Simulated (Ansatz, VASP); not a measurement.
**One calculation of Al12H, two programs**

```
Al H
1.0
     5.63146    0.00000    0.00000
    -2.81573    4.87699    0.00000
     0.00000    0.00000   21.56843
Al H
12 1
Direct
  0.33333 0.16667 0.18546
  0.33333 0.66667 0.18546
  0.83333 0.16667 0.18546
  0.83333 0.66667 0.18546
  0.16667 0.33333 0.29140
  0.16667 0.83333 0.29140
  0.66667 0.33333 0.29140
  0.66667 0.83333 0.29140
  0.00000 0.00000 0.39727
  0.00000 0.50000 0.39727
  0.50000 0.00000 0.39727
  0.50000 0.50000 0.39727
  0.08333 0.16667 0.49927
```

Alike in both runs: task single point; functional PBE; dispersion D3(BJ); k mesh 6 × 6 × 1; occupations gaussian, width 0.1 eV; no spin polarisation.

|  | VASP | Ansatz |
| --- | --- | --- |
| version | VASP 6.6.1 | Ansatz 0.2.0 |
| potentials or method | VASP PAW PBE potentials, release 64 (Al, H), cutoff 520 eV | scalar-relativistic, plane waves, PAW |
| valence electrons in the cell | 37 | 37 |

```csv
,VASP,Ansatz,Ansatz less VASP
gap on the k mesh at the Fermi level (eV),none,none,-
rms of the force components (eV/Å),0.389,0.389,-0.0003
"work function, face that differs most (eV)",3.94,3.94,-0.003
```

Atom by atom the forces differ by 0.001 eV/Å (rms over components). A gap of «none» marks a metal or a gap that the smearing closes.
